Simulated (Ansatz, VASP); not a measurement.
# Sc: VASP beside Ansatz

Contents of INCAR:

```
SYSTEM = Sc
  PREC = Accurate
  ENCUT = 520
  EDIFF = 1E-6
  ISMEAR = 0
  SIGMA = 0.15
  LREAL = .False.
  LASPH = .True.
  NELM = 100
  ALGO = Fast
  ISIF = 2
  LWAVE = .False.
  LCHARG = .False.
  NBANDS = 18
```

Contents of KPOINTS:

```
regular mesh
0
Gamma
  18 18 10
  0 0 0
```

The input POSCAR:

```
Sc
1.0
    3.3087978973      0.0000000000      0.0000000000
   -1.6543989486      2.8655030350      0.0000000000
    0.0000000000      0.0000000000      5.1626400000
Sc
2
Direct
    0.3333333333      0.6666666667      0.2500000000
    0.6666666667      0.3333333333      0.7500000000
```

Input for Ansatz:

```yaml
crystal:
  lattice:
    - [3.3087978973, 0.0, 0.0]
    - [-1.6543989486, 2.865503035, 0.0]
    - [0.0, 0.0, 5.16264]
  atoms:
    - { symbol: Sc, position: [0.3333333333, 0.6666666667, 0.25] }
    - { symbol: Sc, position: [0.6666666667, 0.3333333333, 0.75] }
basis:
  ecutwfc: 420
kpoints:
  mp_grid: { grid: [18, 18, 10] }
hamiltonian:
  xc: lda
scf:
  occupations: { method: gaussian, width: 0.15 }
output:
  forces: true
  stress: true
  eigenvalues: true
```

Change from the starting cell: strain -0.0200 x Voigt [0, 0, 1, 0, 0, 0], atoms carried along.

Alike in both runs: task single point; functional LDA; k mesh 18 × 18 × 10; occupations gaussian, width 0.15 eV; no spin polarisation.

```csv
,VASP,Ansatz
version,VASP 6.6.1,Ansatz 0.2.0
potentials or method,"VASP PAW LDA potentials, release 64 (Sc_sv), cutoff 520 eV","scalar-relativistic, plane waves, PAW"
valence electrons in the cell,22,22
```

|  | VASP | Ansatz | Ansatz less VASP |
| --- | --- | --- | --- |
| gap on the k mesh at the Fermi level (eV) | none | none | - |
| pressure (GPa) | -4.3 | -4.4 | -0.07 |
| traceless stress, the component that is largest in VASP (GPa) | -0.32 | -0.32 | 0.000 |

LDA's correlation is that of Perdew and Zunger in VASP and of Perdew and Wang (1992) in Ansatz. A gap of «none» marks a metal or a gap that the smearing closes.
